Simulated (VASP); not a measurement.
Write the native input for VASP 6.6.1 that does the following.

| Item | Value |
| --- | --- |
| Task | single point |
| Functional | LDA |
| Potentials or basis | VASP PAW LDA potentials, release 64 (Pb_d, F) |
| Cutoff | 520 eV |
| k mesh | 6 × 6 × 6 |
| Occupations | fermi-dirac, width 0.02 eV |
| Spin | no spin polarisation |
| Dipole correction | no |
| Further INCAR settings | ALGO = Normal; EDIFF = 1e-06; NBANDS = 21 |

The structure of PbF2 lies in POSCAR:

```
PbF2
1.0
    0.0000000000      2.9060071613      2.9060071613
    2.9060071613      0.0000000000      2.9060071613
    2.9060071613      2.9060071613      0.0000000000
Pb F
1 2
Direct
    0.0000000000      0.0000000000      0.0000000000
    0.2500000000      0.2500000000      0.2500000000
    0.7500000000      0.7500000000      0.7500000000
```

The input as run:

INCAR

```
PREC = Accurate
ENCUT = 520
EDIFF = 1E-6
ISMEAR = -1
SIGMA = 0.02
LREAL = False
LASPH = True
NELM = 100
ALGO = Normal
ISIF = 2
LWAVE = False
LCHARG = False
GGA = CA
NBANDS = 21
```

KPOINTS

```
Automatic mesh
0
Gamma
  6 6 6
```

Potentials or basis: VASP PAW LDA potentials, release 64 (Pb_d, F).

The run is started by

```bash
$ cat potpaw_LDA.64/Pb_d/POTCAR potpaw_LDA.64/F/POTCAR > POTCAR
$ mpirun -np 1 vasp_std > vasp.out
```

It gave:

The pressure is 0.0 GPa. The band gap on the k mesh is 4.23 eV, indirect (least direct gap 4.37 eV).

Caveat: spin-orbit coupling is left out, which moves the levels of the heavy elements.

Wall time 6.6 s on 1 thread of AMD EPYC 9R45 (Zen 5), on a shared host, peak memory 0.12 GiB.
